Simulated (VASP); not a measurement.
# AlNi in VASP: further runs

AlNi is run at these levels: r2SCAN; tasks: single point.

All numbers are computed with VASP 6.6.1; they aren't measurements. Logs are shortened: lines on timing, memory, paths and dates and some standing lists are left out, and cuts for length are marked.

**1. The cell of the first run**

The structure is tetragonal, space group P4/mmm (No. 123). Conventional cell: a = 2.689 Å, b = 2.689 Å, c = 2.762 Å, α = 90.00°, β = 90.00°, γ = 90.00°. Within 3.1 Å of Al (site symmetry 4/mmm) lie 8 Ni at 2.35 Å and 6 Al at 2.69 to 2.76 Å. Ni (site symmetry 4/mmm) has 8 Al at 2.35 Å and 6 Ni at 2.69 to 2.76 Å within 3.1 Å.

**2. Single point, r2SCAN, collinear spin, ferromagnetic start**

Contents of POSCAR:

```
AlNi
1.0
    1.9017234507     -1.9017214828      0.0000000000
    1.9017234507      1.9017214828      0.0000000000
    0.0000000000      0.0000000000      2.7622873260
Al Ni
1 1
Direct
    0.0000000000      0.0000000000      0.0000000000
    0.5000000000      0.5000000000      0.5000000000
```

Contents of INCAR.step1:

```
PREC = Accurate ; ENCUT = 520
ISMEAR = 1 ; SIGMA = 0.1
LREAL = False ; LASPH = True
NELM = 150 ; ISPIN = 2
MAGMOM = 0 1.5 ; LMAXMIX = 4
NBANDS = 18 ; GGA = PE
ALGO = Normal ; EDIFF = 1E-4
LWAVE = True ; LCHARG = False
```

Contents of INCAR.step2:

```
PREC = Accurate ; ENCUT = 520
EDIFF = 1E-6 ; ISMEAR = 1
SIGMA = 0.1 ; LREAL = False
LASPH = True ; NELM = 150
ALGO = Normal ; ISIF = 2
LWAVE = False ; LCHARG = False
ISPIN = 2 ; MAGMOM = 0 1.5
LORBIT = 11 ; LMAXMIX = 4
METAGGA = R2SCAN ; LMIXTAU = True
NBANDS = 18 ; ISTART = 1
```

Contents of KPOINTS:

```
regular mesh
0
Gamma
  9 9 8
```

Potentials or basis: VASP PAW PBE potentials, release 64 (Al, Ni).

On the command line:

```console
$ cat potpaw_PBE.64/Al/POTCAR potpaw_PBE.64/Ni/POTCAR > POTCAR
$ cp INCAR.step1 INCAR
$ mpirun -np 1 vasp_std > vasp.out
$ cp INCAR.step2 INCAR
$ mpirun -np 1 vasp_std > vasp.out
```

OUTCAR:

```text
PREC = Accurate
   ENCUT = 520
   EDIFF = 1E-6
   ISMEAR = 1
   LREAL = False
   LASPH = True
   NELM = 150
   ISIF = 2
   ISPIN = 2
   LORBIT = 11
   METAGGA = R2SCAN
   ISTART = 1

 ion  position               nearest neighbor table
   1  0.000  0.000  0.000-   2 2.35   2 2.35   2 2.35   2 2.35   2 2.35   2 2.35   2 2.35   2 2.35

   2  0.500  0.500  0.500-   1 2.35   1 2.35   1 2.35   1 2.35   1 2.35   1 2.35   1 2.35   1 2.35

  LATTYP: Found a simple tetragonal cell.
 ALAT       =     2.6894417043
 C/A-ratio  =     1.0270857783

  Lattice vectors:

 A1 = (   1.9017234507,  -1.9017214828,   0.0000000000)
 A2 = (   1.9017234507,   1.9017214828,   0.0000000000)
 A3 = (   0.0000000000,   0.0000000000,   2.7622873260)

Analysis of symmetry for initial positions (statically):
=====================================================================
 Subroutine PRICEL returns:
 Original cell was already a primitive cell.

 Routine SETGRP: Setting up the symmetry group for a
 simple tetragonal supercell.

 Subroutine GETGRP returns: Found 16 space group operations
 (whereof 16 operations were pure point group operations)
 out of a pool of 16 trial point group operations.

The static configuration has the point symmetry D_4h.

Analysis of symmetry for dynamics (positions and initial velocities):
=====================================================================
 Subroutine PRICEL returns:
 Original cell was already a primitive cell.

 Routine SETGRP: Setting up the symmetry group for a
 simple tetragonal supercell.

 Subroutine GETGRP returns: Found 16 space group operations
 (whereof 16 operations were pure point group operations)
 out of a pool of 16 trial point group operations.

The dynamic configuration has the point symmetry D_4h.

Analysis of structural, dynamic, and magnetic symmetry:
=====================================================================
 Subroutine PRICEL returns:
 Original cell was already a primitive cell.

 Routine SETGRP: Setting up the symmetry group for a
 simple tetragonal supercell.

 Subroutine GETGRP returns: Found 16 space group operations
 (whereof 16 operations were pure point group operations)
 out of a pool of 16 trial point group operations.

The overall configuration has the point symmetry D_4h.

 Subroutine INISYM returns: Found 16 space group operations
 (whereof 16 operations are pure point group operations),
 and found     1 'primitive' translations

----------------------------------------------------------------------------------------

                                     Primitive cell

  volume of cell :      19.9799

  direct lattice vectors                    reciprocal lattice vectors
     1.901723451 -1.901721483  0.000000000     0.262919406 -0.262919678  0.000000000
     1.901723451  1.901721483  0.000000000     0.262919406  0.262919678  0.000000000
     0.000000000  0.000000000  2.762287326     0.000000000  0.000000000  0.362018821

  length of vectors
     2.689441704  2.689441704  2.762287326     0.371824382  0.371824382  0.362018821

  position of ions in fractional coordinates (direct lattice)
     0.000000000  0.000000000  0.000000000
     0.500000000  0.500000000  0.500000000

  ion indices of the primitive-cell ions
   primitive index   ion index
                 1           1
                 2           2

----------------------------------------------------------------------------------------

 KPOINTS: regular mesh

Automatic generation of k-mesh.
 Grid dimensions read from file:
 generate k-points for:    9    9    8

 Generating k-lattice:

  Cartesian coordinates                     Fractional coordinates (reciprocal lattice)
     0.029213267 -0.029213298  0.000000000     0.111111111  0.000000000  0.000000000
     0.029213267  0.029213298  0.000000000     0.000000000  0.111111111  0.000000000
     0.000000000  0.000000000  0.045252353     0.000000000  0.000000000  0.125000000

  Length of vectors
     0.041313820  0.041313820  0.045252353

  Shift w.r.t. Gamma in fractional coordinates (k-lattice)
     0.000000000  0.000000000  0.000000000

 Subroutine IBZKPT returns following result:
 ===========================================

 Found     75 irreducible k-points:

 Following reciprocal coordinates:
            Coordinates               Weight
  0.000000  0.000000  0.000000      1.000000
  0.111111  0.000000  0.000000      4.000000
  0.222222  0.000000  0.000000      4.000000
  0.333333  0.000000  0.000000      4.000000
  0.444444  0.000000  0.000000      4.000000
  0.111111  0.111111  0.000000      4.000000
[... 16 lines left out ...]
  0.333333  0.111111  0.125000     16.000000
  0.444444  0.111111  0.125000     16.000000
 [... further k-points ...]
   k-points           NKPTS =     75   k-points in BZ     NKDIM =     75   number of bands    NBANDS=     18
   number of dos      NEDOS =    301   number of ions     NIONS =      2
   total plane-waves  NPLWV =   9600
   dimension x,y,z NGX =    20 NGY =   20 NGZ =   24
   dimension x,y,z NGXF=    40 NGYF=   40 NGZF=   48
   ions per type =               1   1
   NGX,Y,Z   is equivalent  to a cutoff of  12.36, 12.36, 14.44 a.u.
   NGXF,Y,Z  is equivalent  to a cutoff of  24.73, 24.73, 28.89 a.u.
 SYSTEM =  unknown system
   PREC   = accura    normal or accurate (medium, high low for compatibility)
   ISTART =      1    job   : 0-new  1-cont  2-samecut
   ICHARG =      0    charge: 1-file 2-atom 10-const
   ISPIN  =      2    spin polarized calculation?
   LNONCOLLINEAR =      F non collinear calculations
   LSORBIT =      F    spin-orbit coupling
   LASPH  =      T    aspherical Exc in radial PAW
   ENCUT  =  520.0 eV  38.22 Ry    6.18 a.u.   5.00  5.00  5.14*2*pi/ulx,y,z
   NELM   =    150;   NELMIN=  2; NELMDL=  0     # of ELM steps
   EDIFF  = 0.1E-05   stopping-criterion for ELM
   LREAL  =      F    real-space projection
   EDIFFG = 0.1E-04   stopping-criterion for IOM
   NSW    =      0    number of steps for IOM
   IBRION =     -1    ionic relax: 0-MD 1-quasi-New 2-CG
   NFREE  =      0    steps in history (QN), initial steepest desc. (CG)
   ISIF   =      2    stress and relaxation
   ISYM   =      2    0-nonsym 1-usesym 2-fastsym
   POTIM  = 0.5000    time-step for ionic-motion
   TEBEG  =    0.0;   TEEND  =   0.0 temperature during run
   PSTRESS=    0.0 pullay stress
   NELECT =      13.0000    total number of electrons
   NUPDOWN=      -1.0000    fix difference up-down
   EMIN   =  10.00;   EMAX   =-10.00  energy-range for DOS
   EFERMI =   0.00;   METHOD = LEGACY
   ISMEAR =     1;   SIGMA  =   0.10  broadening in eV -4-tet -1-fermi 0-gaus
   EFERMI_NEDOS =   21; number of points for ismear=-14 and -15
   IALGO  =     38    algorithm
   IMIX   =      4    mixing-type and parameters
     AMIX     =   0.40;   BMIX     =  1.00
     AMIX_MAG =   1.60;   BMIX_MAG =  1.00
  volume/ion in A,a.u.               =       9.99        67.42
  Fermi-wavevector in a.u.,A,eV,Ry     =   1.418594  2.680755 27.380501  2.012410
  Thomas-Fermi vector in A             =   2.539703
   LORBIT       =     11    0 simple, 1 ext, 2 COOP (PROOUT), +10 PAW based schemes
   METAGGA = R2SCAN    functional components
   LHFCALC =     F    Hartree Fock is set to
   AEXX    =    0.0000 exact exchange contribution
   IVDW    =     0    specifies the selected vdW correction
   LEPSILON=     F    determine dielectric tensor
   LRPA    =     F    only Hartree local field effects (RPA)
 spin polarized calculation
 Methfessel and Paxton  Order N= 1 SIGMA  =   0.10
  energy-cutoff  :      520.00
  volume of cell :       19.98
 maximum number of plane-waves:       548
   NGX = 11   NGY = 11   NGZ = 11

 number of electron      12.9999992 magnetization      -0.0000040

 number of electron      12.9999992 magnetization       0.0000014

 Free energy of the ion-electron system (eV)
  ---------------------------------------------------
  ext. energy  EPLUGINS =         0.00000000
  ---------------------------------------------------
  free energy    TOTEN  =       -19.69193327 eV

  energy without entropy =      -19.69233034  energy(sigma->0) =      -19.69206562

 E-fermi :  12.4752     XC(G=0): -13.9924

 val. band max:       12.4133667057   @ k =   0.4444   0.3333   0.2500
 cond. band min:      12.4939058318   @ k =   0.3333   0.3333   0.0000
 fundamental gap:      0.0805391260
 Fermi energy:        12.4752334442

 spin component 1

 k-point     1 :       0.0000    0.0000    0.0000
  band No.  band energies     occupation
      1      -0.6778      1.00000
      2       8.0821      1.00000
      3       8.1155      1.00000
      4      10.4015      1.00000
      5      10.4015      1.00000
      6      10.4624      1.00000
[... 10 lines left out ...]
     17      39.0966      0.00000
     18      39.0967      0.00000

 k-point     2 :       0.1111    0.0000    0.0000
  band No.  band energies     occupation
      1      -0.4022      1.00000
      2       8.0975      1.00000
      3       8.1693      1.00000
      4      10.2610      1.00000
      5      10.3397      1.00000
      6      10.4166      1.00000
[... 10 lines left out ...]
     17      39.6956      0.00000
     18      40.1400      0.00000

 k-point     3 :       0.2222    0.0000    0.0000
  band No.  band energies     occupation
      1       0.4109      1.00000
      2       7.9163      1.00000
      3       8.3687      1.00000
      4       9.9357      1.00000
      5      10.0506      1.00000
      6      10.4550      1.00000
[... 412 lines left out ...]
 k-point    23 :       0.3333    0.1111    0.1250
  band No.  band energies     occupation
      1       2.2694      1.00000
      2       7.3480      1.00000
      3       8.6412      1.00000
      4       9.4553      1.00000
      5       9.7397      1.00000
      6      10.2317      1.00000
[... 10 lines left out ...]
     17      38.7368      0.00000
     18      41.4503      0.00000

 k-point    24 :       0.4444    0.1111    0.1250
  band No.  band energies     occupation
      1       3.9300      1.00000
      2       5.7714      1.00000
      3       8.8803      1.00000
      4       9.1785      1.00000
      5       9.7442      1.00000
      6      10.2662      1.00000
[... 10 lines left out ...]
     17      40.3552      0.00000
     18      40.9883      0.00000

 [... further k-points ...]

 spin component 2

 k-point     1 :       0.0000    0.0000    0.0000
  band No.  band energies     occupation
      1      -0.6778      1.00000
      2       8.0821      1.00000
      3       8.1155      1.00000
      4      10.4015      1.00000
      5      10.4015      1.00000
      6      10.4624      1.00000
[... 10 lines left out ...]
     17      39.0966      0.00000
     18      39.0967      0.00000

 k-point     2 :       0.1111    0.0000    0.0000
  band No.  band energies     occupation
      1      -0.4022      1.00000
      2       8.0975      1.00000
      3       8.1693      1.00000
      4      10.2610      1.00000
      5      10.3397      1.00000
      6      10.4166      1.00000
[... 10 lines left out ...]
     17      39.6956      0.00000
     18      40.1401      0.00000

 k-point     3 :       0.2222    0.0000    0.0000
  band No.  band energies     occupation
      1       0.4109      1.00000
      2       7.9163      1.00000
      3       8.3688      1.00000
      4       9.9357      1.00000
      5      10.0506      1.00000
      6      10.4550      1.00000
[... 412 lines left out ...]
 k-point    23 :       0.3333    0.1111    0.1250
  band No.  band energies     occupation
      1       2.2694      1.00000
      2       7.3480      1.00000
      3       8.6412      1.00000
      4       9.4553      1.00000
      5       9.7397      1.00000
      6      10.2317      1.00000
[... 10 lines left out ...]
     17      38.7368      0.00000
     18      41.4503      0.00000

 k-point    24 :       0.4444    0.1111    0.1250
  band No.  band energies     occupation
      1       3.9300      1.00000
      2       5.7714      1.00000
      3       8.8803      1.00000
      4       9.1785      1.00000
      5       9.7442      1.00000
      6      10.2662      1.00000
[... 10 lines left out ...]
     17      40.3552      0.00000
     18      40.9883      0.00000

 [... further k-points ...]

------------------------ aborting loop because EDIFF is reached ----------------------------------------

  FORCE on cell =-STRESS in cart. coord.  units (eV):
  Direction    XX          YY          ZZ          XY          YZ          ZX
  --------------------------------------------------------------------------------------
  -------------------------------------------------------------------------------------
  Total        4.9677428      4.9677325      4.9096519      0.0000000      0.0000000      0.0000000
  in kB      398.3607728    398.3599483    393.7024938      0.0000000      0.0000000      0.0000000
  external PRESSURE =     396.8077383 kB  Pullay stress =       0.0000000 kB

 VOLUME and BASIS-vectors are now :
 -----------------------------------------------------------------------------
  energy-cutoff  :      520.00
  volume of cell :       19.98
      direct lattice vectors                 reciprocal lattice vectors
     1.901723451 -1.901721483  0.000000000     0.262919406 -0.262919678  0.000000000
     1.901723451  1.901721483  0.000000000     0.262919406  0.262919678  0.000000000
     0.000000000  0.000000000  2.762287326     0.000000000  0.000000000  0.362018821

 POSITION                                       TOTAL-FORCE (eV/Angst)
 -----------------------------------------------------------------------------------
      0.00000      0.00000      0.00000         0.000000     -0.000000      0.000000
      1.90172      0.00000      1.38114        -0.000000      0.000000      0.000000
 -----------------------------------------------------------------------------------
    total drift:                                0.000000      0.000000      0.000000

  FREE ENERGIE OF THE ION-ELECTRON SYSTEM (eV)
  ---------------------------------------------------
  free  energy   TOTEN  =       -19.6919332685 eV

  energy  without entropy=      -19.6923303361  energy(sigma->0) =      -19.69206562

 total charge

# of ion       s       p       d       tot
------------------------------------------
    1        0.408   0.518   0.000   0.927
    2        0.570   0.726   8.587   9.883
--------------------------------------------------
tot          0.979   1.244   8.587  10.810

 magnetization (x)

# of ion       s       p       d       tot
------------------------------------------
    1       -0.000  -0.000   0.000  -0.000
    2        0.000  -0.000   0.000   0.000
--------------------------------------------------
tot         -0.000  -0.000   0.000   0.000
```

Run time: 64 s. Hardware: 1 thread of Intel Xeon 6975P-C (Granite Rapids), shared host; peak memory 0.16 GiB.

What came out:

| Quantity | Value |
| --- | --- |
| Free energy | -19.6919 eV |
| Pressure | 39.7 GPa |
| Net moment | 0.00 μB per cell |
| Valence electrons inside the program's atomic spheres | Al 0.93; Ni 9.88 |

Caveat: the starting moments collapsed, and a magnetic state may lie lower; the PAW data sets were made with another functional, which shifts forces and pressure a little.

**3. Single point, r2SCAN, collinear spin, ferromagnetic start**

This run uses another cell than the first one, of 10.31 Å³/atom, 1.032 times its volume.

Contents of POSCAR:

```
AlNi
1.0
    1.9219095621     -1.9219063283      0.0000000000
    1.9219095621      1.9219063283      0.0000000000
    0.0000000000      0.0000000000      2.7916762022
Al Ni
1 1
Direct
    0.0000000000      0.0000000000      0.0000000000
    0.5000000000      0.5000000000      0.5000000000
```

Contents of INCAR.step1:

```
ALGO = Normal ; EDIFF = 1E-4
ENCUT = 520 ; GGA = PE
ISMEAR = 1 ; ISPIN = 2
LASPH = T ; LCHARG = F
LMAXMIX = 4 ; LREAL = F
LWAVE = T ; MAGMOM = 0 1.5
NBANDS = 18 ; NELM = 150
PREC = Accurate ; SIGMA = 0.1
```

Contents of INCAR.step2:

```
ALGO = Normal ; EDIFF = 1E-6
ENCUT = 520 ; ISIF = 2
ISMEAR = 1 ; ISPIN = 2
ISTART = 1 ; LASPH = T
LCHARG = F ; LMAXMIX = 4
LMIXTAU = T ; LORBIT = 11
LREAL = F ; LWAVE = F
MAGMOM = 0 1.5 ; METAGGA = R2SCAN
NBANDS = 18 ; NELM = 150
PREC = Accurate ; SIGMA = 0.1
```

Contents of KPOINTS:

```
k-points
0
Gamma
  9 9 8
```

Potentials or basis: VASP PAW PBE potentials, release 64 (Al, Ni).

On the command line:

```console
$ cat potpaw_PBE.64/Al/POTCAR potpaw_PBE.64/Ni/POTCAR > POTCAR
$ cp INCAR.step1 INCAR
$ mpirun -np 1 vasp_std > vasp.out
$ cp INCAR.step2 INCAR
$ mpirun -np 1 vasp_std > vasp.out
```

Run time: 63 s. Hardware: 1 thread of Intel Xeon 6975P-C (Granite Rapids), shared host; peak memory 0.17 GiB.

The run converged. Its results:

| Item | Value |
| --- | --- |
| Free energy | -19.8308 eV |
| Pressure | 29.7 GPa |
| Net moment | 0.00 μB per cell |
| Valence electrons inside the program's atomic spheres | Al 0.90; Ni 9.81 |

Stress tensor (GPa, compression positive):
```
29.86  0.00  0.00
 0.00 29.86  0.00
 0.00  0.00 29.44
```

Levels at points of the mesh, in eV from the Fermi level:
Spin up:
| k point | band 4 | band 5 | band 6 | band 7 | band 8 | band 9 | band 10 | band 11 |
| --- | --- | --- | --- | --- | --- | --- | --- | --- |
| (0.00, 0.00, 0.00) | -1.99 | -1.99 | -1.93 | 5.84 | 6.97 | 6.97 | 8.75 | 9.01 |
| (0.00, 0.00, 0.50) | -2.78 | -2.78 | -1.84 | -0.91 | 8.79 | 11.60 | 11.60 | 13.31 |
Spin down:
```tsv
k point	band 5	band 6	band 7	band 8	band 9	band 10
(0.00, 0.00, 0.00)	-1.99	-1.93	5.84	6.97	6.97	8.75
(0.00, 0.00, 0.50)	-2.78	-1.84	-0.91	8.79	11.60	11.60
```

Caveat: the starting moments collapsed, and a magnetic state may lie lower; the PAW data sets were made with another functional, which shifts forces and pressure a little.

(Part 1 of 2 ends here.)
